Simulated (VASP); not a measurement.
Write the native input for VASP 6.6.1 that does the following.

| Quantity | Value |
| --- | --- |
| Task | single point |
| Functional | PBE |
| Potentials or basis | VASP PAW PBE potentials, release 64 (Ir) |
| Cutoff | 520 eV |
| k mesh | 17 × 17 × 17 |
| Occupations | fermi-dirac, width 0.08 eV |
| Spin | no spin polarisation |
| Dipole correction | no |
| Further INCAR settings | ALGO = Normal; EDIFF = 1e-07; NBANDS = 10 |

The structure of Ir lies in POSCAR:

```
Ir
1.0
    2.4821866729      0.0000000000      0.0000000000
    0.0000000000      2.4821866729      0.0000000000
    0.0000000000      0.0000000000      2.4821866729
Ir
1
Direct
    0.0000000000      0.0000000000      0.0000000000
```

This cell differs from its parent crystal: volume scaled by 0.9.

The input as run:

INCAR

```
  ALGO = Normal
  EDIFF = 1E-7
  ENCUT = 520
  GGA = PE
  ISIF = 2
  ISMEAR = -1
  LASPH = T
  LCHARG = T
  LELF = T
  LREAL = F
  LVHAR = T
  LWAVE = F
  NBANDS = 10
  NELM = 60
  PREC = Accurate
  SIGMA = 0.08
```

KPOINTS

```
k-points
0
Gamma
  17 17 17
```

Potentials or basis: VASP PAW PBE potentials, release 64 (Ir).

Command:

```sh
$ cat potpaw_PBE.64/Ir/POTCAR > POTCAR
$ mpirun -np 1 vasp_std > vasp.out
```

Results of the run:

| Property | Result |
| --- | --- |
| Pressure | 33.9 GPa |

Run time: 13 s on 1 thread of Intel(R) Xeon(R) Platinum 8259CL CPU @ 2.50GHz (Skylake/Cascade Lake), with other jobs on the host, peak memory 0.14 GiB.
